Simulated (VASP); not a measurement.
# GaN (F-43m) in VASP: elastic constants with PBEsol

Aim: the elastic constants of GaN with PBEsol.

Program: VASP 6.6.1. These are calculated values, not measurements. Logs are shortened: lines on timing, memory, paths and dates and some standing lists are left out, and cuts for length are marked.

**1. The cell of the first run**

The structure is cubic, space group F-43m (No. 216). Conventional cell: a = 4.498 Å, b = 4.498 Å, c = 4.498 Å, α = 90.00°, β = 90.00°, γ = 90.00°. Ga (site symmetry -43m) has 4 N at 1.95 Å within 2.6 Å. Within 2.6 Å of N (site symmetry -43m) lie 4 Ga at 1.95 Å.

**2. Elastic constants, PBEsol**

INCAR

```
SYSTEM = GaN
  PREC = Accurate
  ENCUT = 600
  EDIFF = 1E-8
  ISMEAR = 0
  SIGMA = 0.01
  LREAL = .False.
  LASPH = .True.
  NELM = 60
  ALGO = Normal
  ISIF = 3
  LWAVE = .False.
  LCHARG = .True.
  GGA = PS
  NBANDS = 16
  IBRION = 6
  NFREE = 2
  POTIM = 0.015
  NSW = 1
```

KPOINTS

```
Automatic mesh
0
Gamma
  9 9 9
  0 0 0
```

POSCAR

```
GaN
1.0
    0.0000000000      2.2490168503      2.2490168503
    2.2490168503      0.0000000000      2.2490168503
    2.2490168503      2.2490168503      0.0000000000
Ga N
1 1
Direct
    0.0000000000      0.0000000000      0.0000000000
    0.7500000000      0.7500000000      0.7500000000
```

Potentials or basis: VASP PAW PBE potentials, release 64 (Ga_d, N).

The run is started by

```bash
$ cat potpaw_PBE.64/Ga_d/POTCAR potpaw_PBE.64/N/POTCAR > POTCAR
$ mpirun -np 1 vasp_std > vasp.out
```

OUTCAR:

```text
SYSTEM = GaN
   PREC = Accurate
   ENCUT = 600
   EDIFF = 1E-8
   ISMEAR = 0
   LREAL = .False.
   LASPH = .True.
   NELM = 60
   ISIF = 3
   GGA = PS
   IBRION = 6
   NFREE = 2
   POTIM = 0.015
   NSW = 1

 ion  position               nearest neighbor table
   1  0.000  0.000  0.000-   2 1.95   2 1.95   2 1.95   2 1.95
   2  0.750  0.750  0.750-   1 1.95   1 1.95   1 1.95   1 1.95

  LATTYP: Found a face centered cubic cell.
 ALAT       =     4.4980337006

  Lattice vectors:

 A1 = (   0.0000000000,   2.2490168503,   2.2490168503)
 A2 = (   2.2490168503,   0.0000000000,   2.2490168503)
 A3 = (   2.2490168503,   2.2490168503,   0.0000000000)

Analysis of symmetry for initial positions (statically):
=====================================================================
 Subroutine PRICEL returns:
 Original cell was already a primitive cell.

 Routine SETGRP: Setting up the symmetry group for a
 face centered cubic supercell.

 Subroutine GETGRP returns: Found 24 space group operations
 (whereof 24 operations were pure point group operations)
 out of a pool of 48 trial point group operations.

The static configuration has the point symmetry T_d .

Analysis of symmetry for dynamics (positions and initial velocities):
=====================================================================
 Subroutine PRICEL returns:
 Original cell was already a primitive cell.

 Routine SETGRP: Setting up the symmetry group for a
 face centered cubic supercell.

 Subroutine GETGRP returns: Found 24 space group operations
 (whereof 24 operations were pure point group operations)
 out of a pool of 48 trial point group operations.

The dynamic configuration has the point symmetry T_d .

 Subroutine INISYM returns: Found 24 space group operations
 (whereof 24 operations are pure point group operations),
 and found     1 'primitive' translations

----------------------------------------------------------------------------------------

                                     Primitive cell

  volume of cell :      22.7514

  direct lattice vectors                    reciprocal lattice vectors
     0.000000000  2.249016850  2.249016850    -0.222319366  0.222319366  0.222319366
     2.249016850  0.000000000  2.249016850     0.222319366 -0.222319366  0.222319366
     2.249016850  2.249016850  0.000000000     0.222319366  0.222319366 -0.222319366

  length of vectors
     3.180590132  3.180590132  3.180590132     0.385068437  0.385068437  0.385068437

  position of ions in fractional coordinates (direct lattice)
     0.000000000  0.000000000  0.000000000
     0.750000000  0.750000000  0.750000000

  ion indices of the primitive-cell ions
   primitive index   ion index
                 1           1
                 2           2

----------------------------------------------------------------------------------------

 KPOINTS: Automatic mesh

Automatic generation of k-mesh.
 Grid dimensions read from file:
 generate k-points for:    9    9    9

 Generating k-lattice:

  Cartesian coordinates                     Fractional coordinates (reciprocal lattice)
[... 103 lines left out ...]

 Free energy of the ion-electron system (eV)
  ---------------------------------------------------
  ext. energy  EPLUGINS =         0.00000000
  ---------------------------------------------------
  free energy    TOTEN  =       -13.12415594 eV

  energy without entropy =      -13.12415594  energy(sigma->0) =      -13.12415594

------------------------ aborting loop because EDIFF is reached ----------------------------------------

  FORCE on cell =-STRESS in cart. coord.  units (eV):
  Direction    XX          YY          ZZ          XY          YZ          ZX
  --------------------------------------------------------------------------------------
  -------------------------------------------------------------------------------------
  Total       -0.0529710     -0.0529710     -0.0529710      0.0000000      0.0000000      0.0000000
  in kB       -3.7302733     -3.7302733     -3.7302733      0.0000000      0.0000000      0.0000000
  external PRESSURE =      -3.7302733 kB  Pullay stress =       0.0000000 kB
[... 89 lines left out ...]
  FREE ENERGIE OF THE ION-ELECTRON SYSTEM (eV)
  ---------------------------------------------------
  free  energy   TOTEN  =       -13.1206276419 eV

  energy  without entropy=      -13.1206276419  energy(sigma->0) =      -13.12062764

[... ionic steps 4 to 14 ...]

--------------------------------------- Ionic step       15  -------------------------------------------

 number of electron      18.0000002 magnetization

------------------------ aborting loop because EDIFF is reached ----------------------------------------
[... 67 lines left out ...]
--------------------------------------- Ionic step       17  -------------------------------------------

 number of electron      18.0000004 magnetization

 Free energy of the ion-electron system (eV)
  ---------------------------------------------------
  ext. energy  EPLUGINS =         0.00000000
  ---------------------------------------------------
  free energy    TOTEN  =       -13.12278476 eV

  energy without entropy =      -13.12278476  energy(sigma->0) =      -13.12278476

 E-fermi :   5.3605     XC(G=0): -11.9341

 val. band max:        5.2438306263   @ k =   0.0000   0.0000   0.0000
 cond. band min:       6.9359696285   @ k =   0.0000   0.0000   0.0000
 fundamental gap:      1.6921390022
 Fermi energy:         5.3605140775

 k-point     1 :       0.0000    0.0000    0.0000
  band No.  band energies     occupation
      1     -10.7703      2.00000
      2      -8.1999      2.00000
      3      -8.1941      2.00000
      4      -8.1896      2.00000
      5      -7.8635      2.00000
      6      -7.8634      2.00000
[... 433 lines left out ...]
      3      -7.8917      2.00000
      4      -7.8915      2.00000
      5      -7.7865      2.00000
      6      -6.3435      2.00000
[... 8 lines left out ...]
     15      27.1181      0.00000
     16      29.4102      0.00000

 [... further k-points ...]

------------------------ aborting loop because EDIFF is reached ----------------------------------------

  FORCE on cell =-STRESS in cart. coord.  units (eV):
  Direction    XX          YY          ZZ          XY          YZ          ZX
  --------------------------------------------------------------------------------------
  -------------------------------------------------------------------------------------
  Total       -0.0525955     -0.0482822     -0.0482822      0.0000000     -0.1228087      0.0000000
  in kB       -3.7038320     -3.4000812     -3.4000812      0.0000000     -8.6483143      0.0000000
  external PRESSURE =      -3.5013315 kB  Pullay stress =       0.0000000 kB
[... 17 lines left out ...]
  FREE ENERGIE OF THE ION-ELECTRON SYSTEM (eV)
  ---------------------------------------------------
  free  energy   TOTEN  =       -13.1227847650 eV

  energy  without entropy=      -13.1227847650  energy(sigma->0) =      -13.12278476

 INTERNAL STRAIN TENSORS FROM STRAINED CELLS
 ============================================

 INTERNAL STRAIN TENSOR FOR ION    1 for displacements in x,y,z  (eV/Angst):
          X           Y           Z          XY          YZ          ZX
  --------------------------------------------------------------------------------
  x    -0.00000    -0.00000     0.00000     0.00000    -8.19824     0.00000
  y    -0.00000    -0.00000     0.00000     0.00000    -0.00000    -8.19814
  z    -0.00000    -0.00000     0.00000    -8.19972    -0.00000    -0.00000

 INTERNAL STRAIN TENSORS FROM DISPLACED ATOMS
 ============================================

 INTERNAL STRAIN TENSOR FOR ION    1 for displacements in x,y,z  (eV/Angst):
          X           Y           Z          XY          YZ          ZX
  --------------------------------------------------------------------------------
  x    -0.00000     0.00000     0.00000     0.00000    -8.18922     0.00000
  y     0.00000     0.00000     0.00000     0.00000     0.00000    -8.18922
  z     0.00000     0.00000    -0.00000    -8.18922     0.00000     0.00000

 INTERNAL STRAIN TENSOR FOR ION    2 for displacements in x,y,z  (eV/Angst):
          X           Y           Z          XY          YZ          ZX
  --------------------------------------------------------------------------------
  x     0.00000     0.00000     0.00000     0.00000     8.19608     0.00000
  y     0.00000     0.00000     0.00000     0.00000     0.00000     8.19608
  z     0.00000     0.00000     0.00000     8.19608     0.00000     0.00000

 Eigenvectors and eigenvalues of the dynamical matrix
 ----------------------------------------------------

   1 f  =   15.980299 THz   100.407180 2PiTHz  533.045397 cm-1    66.089177 meV
             X         Y         Z           dx          dy          dz
      0.000000  0.000000  0.000000     0.000000    0.409108   -0.000000
      3.373525  3.373525  3.373525    -0.000000   -0.912486   -0.000000
[... 21 lines left out ...]
   6 f/i=    0.003032 THz     0.019051 2PiTHz    0.101139 cm-1     0.012540 meV
             X         Y         Z           dx          dy          dz
      0.000000  0.000000  0.000000     0.887294   -0.203787    0.061722
      3.373525  3.373525  3.373525     0.397814   -0.091367    0.027673

--------------------------------------------------------------------------------------------------------

 ELASTIC MODULI CONTR FROM IONIC RELAXATION (kBar)
 Direction    XX          YY          ZZ          XY          YZ          ZX
 --------------------------------------------------------------------------------
 XX          -0.0000      0.0000      0.0000      0.0000     -0.0000      0.0000
 YY           0.0000     -0.0000     -0.0000      0.0000      0.0000      0.0000
 ZZ           0.0000     -0.0000     -0.0000     -0.0000      0.0000      0.0000
 XY           0.0000      0.0000     -0.0000   -387.8386     -0.0000     -0.0000
 YZ          -0.0000      0.0000      0.0000     -0.0000   -387.8386      0.0000
 ZX           0.0000      0.0000      0.0000     -0.0000      0.0000   -387.8386
 --------------------------------------------------------------------------------

 TOTAL ELASTIC MODULI (kBar)
 Direction    XX          YY          ZZ          XY          YZ          ZX
 --------------------------------------------------------------------------------
 XX        2686.1926   1451.9727   1451.9727      0.0000     -0.0000      0.0000
 YY        1451.9727   2686.1926   1451.9727     -0.0000      0.0000      0.0000
 ZZ        1451.9727   1451.9727   2686.1926     -0.0000      0.0000      0.0000
 XY           0.0000     -0.0000     -0.0000   1527.9065     -0.0000     -0.0000
 YZ          -0.0000      0.0000      0.0000     -0.0000   1527.9065      0.0000
 ZX           0.0000      0.0000      0.0000     -0.0000      0.0000   1527.9065
 --------------------------------------------------------------------------------
```

Run time: 11 min. Hardware: 1 thread of Intel Xeon Platinum 8259CL at 2.50GHz (Skylake/Cascade Lake), shared host; peak memory 0.3 GiB.

What came out:

```
Elastic constants C11, C12, C44                         : 269, 145, 153 GPa
Voigt bulk modulus                                      : 186 GPa
Highest phonon frequency at Γ, LO-TO splitting left out : 533 cm⁻¹
```

Phonon frequencies in cm⁻¹ (negative: imaginary):
```csv
q point,frequencies
"(0.000, 0.000, 0.000)",0 0 0 533 533 533
```

Elastic tensor in Voigt notation (GPa, in the Cartesian axes of the cell as first typed):
```
269 145 145   0   0   0
145 269 145   0   0   0
145 145 269   0   0   0
  0   0   0 153   0   0
  0   0   0   0 153   0
  0   0   0   0   0 153
```

Clamped-ion elastic tensor (GPa):
```
269 145 145   0   0   0
145 269 145   0   0   0
145 145 269   0   0   0
  0   0   0 192   0   0
  0   0   0   0 192   0
  0   0   0   0   0 192
```

Caveat: the PAW data sets were made with another functional, which shifts forces and pressure a little.
